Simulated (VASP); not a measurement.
# Zn15Se16 (a cell with a defect) in VASP: single point with PBE

Aim: the single point of Zn15Se16 (a cell with a defect) with PBE.

All numbers are computed with VASP 6.6.1; they aren't measurements. Logs are shortened: lines on timing, memory, paths and dates and some standing lists are left out, and cuts for length are marked.

## 1. The cell of the first run

The cell holds a defect, 31 atoms: a = 9.928 Å, b = 9.928 Å, c = 9.928 Å, α = 109.47°, β = 109.47°, γ = 109.47°.

## 2. Single point, PBE

File INCAR:

```
ALGO = Normal ; EDIFF = 1E-6
ENCUT = 520 ; GGA = PE
ISIF = 2 ; ISMEAR = 0
LASPH = True ; LCHARG = False
LREAL = Auto ; LWAVE = False
NBANDS = 159 ; NELECT = 278.0
NELM = 80 ; PREC = Accurate
SIGMA = 0.02
```

File KPOINTS:

```
Automatic mesh
0
Gamma
  2 2 2
  0.5 0.5 0.5
```

File POSCAR:

```
Zn15Se16
1.0
   -5.7317611782     -5.7317611782      5.7317611782
    5.7317611782     -5.7317611782     -5.7317611782
    5.7317611782      5.7317611782      5.7317611782
Zn Se
15 16
Direct
    0.2537361475      0.4999999845      0.2612707427
    0.5075345796      0.2462638369      0.2462638369
    0.2537361475      0.2612707427      0.4999999845
    0.0000000000      0.2612707427      0.7537361320
    0.7612707272      0.4999999845      0.7537361320
    0.4999999845      0.4999999845      0.0000000000
    0.9999999689      0.7537361320      0.2612707427
    0.7462638214      0.0075345952      0.2462638369
    0.4999999845      0.0000000000      0.4999999845
    0.2387292418     -0.0075345952      0.7387292262
    0.0000000000      0.0000000000      0.0000000000
    0.7462638214      0.2462638369      0.0075345952
    0.7612707272      0.7537361320      0.4999999845
    0.4924653893      0.7387292262      0.7387292262
    0.2387292418      0.7387292262     -0.0075345952
    0.2490138643      0.7490138487      0.2510033924
    0.0000000000      0.7383499362      0.4999999845
    0.5019895126      0.4999999845      0.2509861202
    0.2383499517      0.4999999845      0.4999999845
    0.0000000000      0.4999999845      0.7383499362
    0.7510033768      0.7490138487      0.7490138487
    0.4980104563      0.7489965765     -0.0019895281
    0.0000000000      0.0019895281      0.2509861202
    0.7616500172      0.2616500328      0.2616500328
    0.5019895126      0.2509861202      0.4999999845
    0.2490138643      0.2510033924      0.7490138487
    0.0000000000      0.2509861202      0.0019895281
    0.7509861046      0.4999999845      0.0019895281
    0.7509861046      0.0019895281      0.4999999845
    0.4980104563     -0.0019895281      0.7489965765
    0.2489965921     -0.0019895281     -0.0019895281
```

Potentials or basis: VASP PAW PBE potentials, release 64 (Zn, Se).

Launch:

```console
$ cat potpaw_PBE.64/Zn/POTCAR potpaw_PBE.64/Se/POTCAR > POTCAR
$ mpirun -np 1 vasp_std > vasp.out
```

OUTCAR:

```text
EDIFF = 1E-6
   ENCUT = 520
   GGA = PE
   ISIF = 2
   ISMEAR = 0
   LASPH = True
   LREAL = Auto
   NELECT = 278.0
   NELM = 80
   PREC = Accurate

 ion  position               nearest neighbor table
   1  0.254  0.500  0.261-  19 2.43  18 2.50  16 2.52  27 2.52
   2  0.508  0.246  0.246-  24 2.43  31 2.50  25 2.52  18 2.52
   3  0.254  0.261  0.500-  19 2.43  25 2.50  26 2.52  23 2.52
   4  0.000  0.261  0.754-  20 2.43  27 2.50  26 2.52  29 2.52
   5  0.761  0.500  0.754-  20 2.43  28 2.50  21 2.52  25 2.52
   6  0.500  0.500  0.000-  28 2.49  22 2.49  18 2.49  26 2.49
[... 8 lines left out ...]
  15  0.239  0.739  0.992-  20 2.43  16 2.50  22 2.52  31 2.52
  16  0.249  0.749  0.251-   9 2.49  15 2.50   1 2.52   7 2.52
  17  0.000  0.738  0.500-   7 2.43  10 2.43  13 2.43
  18  0.502  0.500  0.251-   6 2.49   1 2.50  13 2.52   2 2.52
  19  0.238  0.500  0.500-  14 2.43   3 2.43   1 2.43
  20  0.000  0.500  0.738-   4 2.43  15 2.43   5 2.43
  21  0.751  0.749  0.749-  11 2.49  14 2.50  13 2.52   5 2.52
  22  0.498  0.749  0.998-   6 2.49   8 2.50  15 2.52  14 2.52
  23  0.000  0.002  0.251-  11 2.49   7 2.50   3 2.52   8 2.52
  24  0.762  0.262  0.262-   2 2.43  12 2.43   8 2.43
  25  0.502  0.251  0.500-   9 2.49   3 2.50   5 2.52   2 2.52
  26  0.249  0.251  0.749-   6 2.49  10 2.50   3 2.52   4 2.52
  27  0.000  0.251  0.002-  11 2.49   4 2.50   1 2.52  12 2.52
  28  0.751  0.500  0.002-   6 2.49   5 2.50   7 2.52  12 2.52
  29  0.751  0.002  0.500-   9 2.49  13 2.50   8 2.52   4 2.52
  30  0.498  0.998  0.749-   9 2.49  12 2.50  10 2.52  14 2.52
  31  0.249  0.998  0.998-  11 2.49   2 2.50  10 2.52  15 2.52

  LATTYP: Found a body centered cubic cell.
 ALAT       =    11.4635223564

  Lattice vectors:

 A1 = (  -5.7317611782,  -5.7317611782,   5.7317611782)
 A2 = (   5.7317611782,  -5.7317611782,  -5.7317611782)
 A3 = (   5.7317611782,   5.7317611782,   5.7317611782)

Analysis of symmetry for initial positions (statically):
=====================================================================
 Subroutine PRICEL returns:
 Original cell was already a primitive cell.

 Routine SETGRP: Setting up the symmetry group for a
 body centered cubic supercell.

 Subroutine GETGRP returns: Found 24 space group operations
 (whereof  8 operations were pure point group operations)
 out of a pool of 48 trial point group operations.

The static configuration has the point symmetry D_2d.
 The point group associated with its full space group is T_d .

Analysis of symmetry for dynamics (positions and initial velocities):
=====================================================================
 Subroutine PRICEL returns:
 Original cell was already a primitive cell.

 Routine SETGRP: Setting up the symmetry group for a
 body centered cubic supercell.

 Subroutine GETGRP returns: Found 24 space group operations
 (whereof  8 operations were pure point group operations)
 out of a pool of 48 trial point group operations.

The dynamic configuration has the point symmetry D_2d.
 The point group associated with its full space group is T_d .

 Subroutine INISYM returns: Found 24 space group operations
 (whereof  8 operations are pure point group operations),
 and found     1 'primitive' translations

----------------------------------------------------------------------------------------

                                     Primitive cell

  volume of cell :     753.2242

  direct lattice vectors                    reciprocal lattice vectors
    -5.731761178 -5.731761178  5.731761178     0.000000000 -0.087233223  0.087233223
     5.731761178 -5.731761178 -5.731761178     0.087233223 -0.087233223  0.000000000
     5.731761178  5.731761178  5.731761178     0.087233223  0.000000000  0.087233223

  length of vectors
     9.927701577  9.927701577  9.927701577     0.123366407  0.123366407  0.123366407

  position of ions in fractional coordinates (direct lattice)
     0.253736147  0.499999985  0.261270743
     0.507534580  0.246263837  0.246263837
     0.253736147  0.261270743  0.499999985
     0.000000000  0.261270743  0.753736132
     0.761270727  0.499999985  0.753736132
     0.499999985  0.499999985  0.000000000
[... 23 lines left out ...]
     0.498010456  0.998010472  0.748996576
     0.248996592  0.998010472  0.998010472

  ion indices of the primitive-cell ions
   primitive index   ion index
                 1           1
                 2           2
                 3           3
                 4           4
                 5           5
                 6           6
[... 23 lines left out ...]
                30          30
                31          31

----------------------------------------------------------------------------------------

 KPOINTS: Automatic mesh

Automatic generation of k-mesh.
 Grid dimensions read from file:
 generate k-points for:    2    2    2

 Generating k-lattice:

  Cartesian coordinates                     Fractional coordinates (reciprocal lattice)
     0.000000000 -0.043616611  0.043616611     0.500000000  0.000000000  0.000000000
     0.043616611 -0.043616611  0.000000000     0.000000000  0.500000000  0.000000000
     0.043616611  0.000000000  0.043616611     0.000000000  0.000000000  0.500000000

  Length of vectors
     0.061683203  0.061683203  0.061683203

  Shift w.r.t. Gamma in fractional coordinates (k-lattice)
     0.500000000  0.500000000  0.500000000

 Subroutine IBZKPT returns following result:
 ===========================================

 Found      2 irreducible k-points:

 Following reciprocal coordinates:
            Coordinates               Weight
  0.250000  0.250000  0.250000      2.000000
 -0.250000  0.250000  0.250000      6.000000
   k-points           NKPTS =      2   k-points in BZ     NKDIM =      2   number of bands    NBANDS=    159
   number of dos      NEDOS =    301   number of ions     NIONS =     31
   total plane-waves  NPLWV = 512000
   dimension x,y,z NGX =    80 NGY =   80 NGZ =   80
   dimension x,y,z NGXF=   160 NGYF=  160 NGZF=  160
   ions per type =              15  16
   NGX,Y,Z   is equivalent  to a cutoff of  13.40, 13.40, 13.40 a.u.
   NGXF,Y,Z  is equivalent  to a cutoff of  26.79, 26.79, 26.79 a.u.
 SYSTEM =  unknown system
   PREC   = accura    normal or accurate (medium, high low for compatibility)
   ISTART =      0    job   : 0-new  1-cont  2-samecut
   ICHARG =      2    charge: 1-file 2-atom 10-const
   ISPIN  =      1    spin polarized calculation?
   LNONCOLLINEAR =      F non collinear calculations
   LSORBIT =      F    spin-orbit coupling
   LASPH  =      T    aspherical Exc in radial PAW
   ENCUT  =  520.0 eV  38.22 Ry    6.18 a.u.  18.46 18.46 18.46*2*pi/ulx,y,z
   NELM   =     80;   NELMIN=  2; NELMDL= -5     # of ELM steps
   EDIFF  = 0.1E-05   stopping-criterion for ELM
   LREAL  =      T    real-space projection
   EDIFFG = 0.1E-04   stopping-criterion for IOM
   NSW    =      0    number of steps for IOM
   IBRION =     -1    ionic relax: 0-MD 1-quasi-New 2-CG
   NFREE  =      0    steps in history (QN), initial steepest desc. (CG)
   ISIF   =      2    stress and relaxation
   ISYM   =      2    0-nonsym 1-usesym 2-fastsym
   POTIM  = 0.5000    time-step for ionic-motion
   TEBEG  =    0.0;   TEEND  =   0.0 temperature during run
   PSTRESS=    0.0 pullay stress
   NELECT =     278.0000    total number of electrons
   NUPDOWN=      -1.0000    fix difference up-down
   EMIN   =  10.00;   EMAX   =-10.00  energy-range for DOS
   EFERMI =   0.00;   METHOD = LEGACY
   ISMEAR =     0;   SIGMA  =   0.02  broadening in eV -4-tet -1-fermi 0-gaus
   EFERMI_NEDOS =   21; number of points for ismear=-14 and -15
   IALGO  =     38    algorithm
   IMIX   =      4    mixing-type and parameters
     AMIX     =   0.40;   BMIX     =  1.00
     AMIX_MAG =   1.60;   BMIX_MAG =  1.00
  volume/ion in A,a.u.               =      24.30       163.97
  Fermi-wavevector in a.u.,A,eV,Ry     =   1.174307  2.219119 18.762395  1.378997
  Thomas-Fermi vector in A             =   2.310706
   LORBIT       =      0    0 simple, 1 ext, 2 COOP (PROOUT), +10 PAW based schemes
   GGA     = PE    functional components
   LHFCALC =     F    Hartree Fock is set to
   AEXX    =    0.0000 exact exchange contribution
   IVDW    =     0    specifies the selected vdW correction
   LEPSILON=     F    determine dielectric tensor
   LRPA    =     F    only Hartree local field effects (RPA)
 non-spin polarized calculation
 Gauss-broadening in eV      SIGMA  =   0.02
  energy-cutoff  :      520.00
  volume of cell :      753.22
 maximum number of plane-waves:     20329
 NGX is ok and might be reduce to    80
   NGX = 37   NGY = 37   NGZ = 37

 number of electron     277.9999938 magnetization

 Free energy of the ion-electron system (eV)
  ---------------------------------------------------
  ext. energy  EPLUGINS =         0.00000000
  ---------------------------------------------------
  free energy    TOTEN  =       -89.96577236 eV

  energy without entropy =      -89.96577236  energy(sigma->0) =      -89.96577236

 E-fermi :   1.1804     XC(G=0):  -9.1011

 val. band max:        1.0785278790   @ k =   0.2500   0.2500   0.2500
 cond. band min:       3.8051703652   @ k =  -0.2500   0.2500   0.2500
 fundamental gap:      2.7266424862
 Fermi energy:         1.1804195519

 k-point     1 :       0.2500    0.2500    0.2500
  band No.  band energies     occupation
      1     -11.5247      2.00000
      2     -11.5247      2.00000
      3     -11.5247      2.00000
      4     -11.3632      2.00000
      5     -11.0495      2.00000
      6     -11.0495      2.00000
[... 143 lines left out ...]
    150       4.8582      0.00000
    151       4.8582      0.00000

 k-point     2 :      -0.2500    0.2500    0.2500
  band No.  band energies     occupation
      1     -11.6990      2.00000
      2     -11.3691      2.00000
      3     -11.3129      2.00000
      4     -11.3129      2.00000
      5     -11.2760      2.00000
      6     -11.1376      2.00000
[... 143 lines left out ...]
    150       5.2131      0.00000
    151       5.2131      0.00000
 [bands above 151 left out]

------------------------ aborting loop because EDIFF is reached ----------------------------------------

  FORCE on cell =-STRESS in cart. coord.  units (eV):
  Direction    XX          YY          ZZ          XY          YZ          ZX
  --------------------------------------------------------------------------------------
  -------------------------------------------------------------------------------------
  Total       12.0604876     12.0604876     12.0604876     -0.0000000      0.0000000     -0.0000000
  in kB       25.6537701     25.6537701     25.6537701     -0.0000000      0.0000000     -0.0000000
  external PRESSURE =      25.6537701 kB  Pullay stress =       0.0000000 kB

 VOLUME and BASIS-vectors are now :
 -----------------------------------------------------------------------------
  energy-cutoff  :      520.00
  volume of cell :      753.22
      direct lattice vectors                 reciprocal lattice vectors
    -5.731761178 -5.731761178  5.731761178     0.000000000 -0.087233223  0.087233223
     5.731761178 -5.731761178 -5.731761178     0.087233223 -0.087233223  0.000000000
     5.731761178  5.731761178  5.731761178     0.087233223  0.000000000  0.087233223

 POSITION                                       TOTAL-FORCE (eV/Angst)
 -----------------------------------------------------------------------------------
      2.90907     -2.82269      0.08602        -0.011017     -0.011017      0.001128
     -0.08602     -2.90907      2.90907        -0.001128      0.011017     -0.011017
      2.90907     -0.08602      2.82269        -0.011017     -0.001128      0.011017
      5.81778      2.82269      2.82269         0.001128      0.011017      0.011017
      2.82269     -2.90907      5.81778         0.011017      0.011017      0.001128
      0.00000     -5.73176      0.00000        -0.000000      0.000000     -0.000000
[... 23 lines left out ...]
      7.15895     -4.28177      1.42719         0.002662      0.007543      0.002662
     10.01353     -1.42719      1.42719        -0.007543     -0.002662      0.002662
 -----------------------------------------------------------------------------------
    total drift:                                0.000643     -0.000649      0.000549

  FREE ENERGIE OF THE ION-ELECTRON SYSTEM (eV)
  ---------------------------------------------------
  free  energy   TOTEN  =       -89.9657723609 eV

  energy  without entropy=      -89.9657723609  energy(sigma->0) =      -89.96577236
```

It took 9.7 min on 1 thread of Intel Xeon Platinum 8259CL at 2.50GHz (Skylake/Cascade Lake), shared host; peak memory 1 GiB.

What came out:

* Free energy: -89.9658 eV
* Largest force: 0.019 eV/Å

Forces in eV/Å, atoms in the order of the input:
```
Zn  -0.011 -0.011  0.001
Zn  -0.001  0.011 -0.011
Zn  -0.011 -0.001  0.011
Zn   0.001  0.011  0.011
Zn   0.011  0.011  0.001
Zn   0.000  0.000  0.000
Zn   0.001 -0.011 -0.011
Zn  -0.011  0.011 -0.001
Zn   0.000  0.000  0.000
Zn   0.011 -0.011 -0.001
Zn   0.000  0.000  0.000
Zn  -0.011  0.001 -0.011
Zn   0.011 -0.001 -0.011
Zn  -0.001 -0.011  0.011
Zn   0.011  0.001  0.011
Se  -0.003  0.008 -0.003
Se  -0.011  0.011  0.011
Se   0.003  0.003  0.008
Se   0.011  0.011 -0.011
Se  -0.011 -0.011 -0.011
Se  -0.008  0.003 -0.003
Se   0.003 -0.003 -0.008
Se   0.008  0.003  0.003
Se   0.011 -0.011  0.011
Se   0.003 -0.008 -0.003
Se  -0.003  0.003 -0.008
Se   0.008 -0.003 -0.003
Se  -0.003 -0.003  0.008
Se  -0.003 -0.008  0.003
Se   0.003  0.008  0.003
Se  -0.008 -0.003  0.003
```

Caveat: the cell carries a net charge on a neutralising background, which shifts energy and pressure; the cell is charged against a uniform background, so pressure and absolute levels hang on convention.
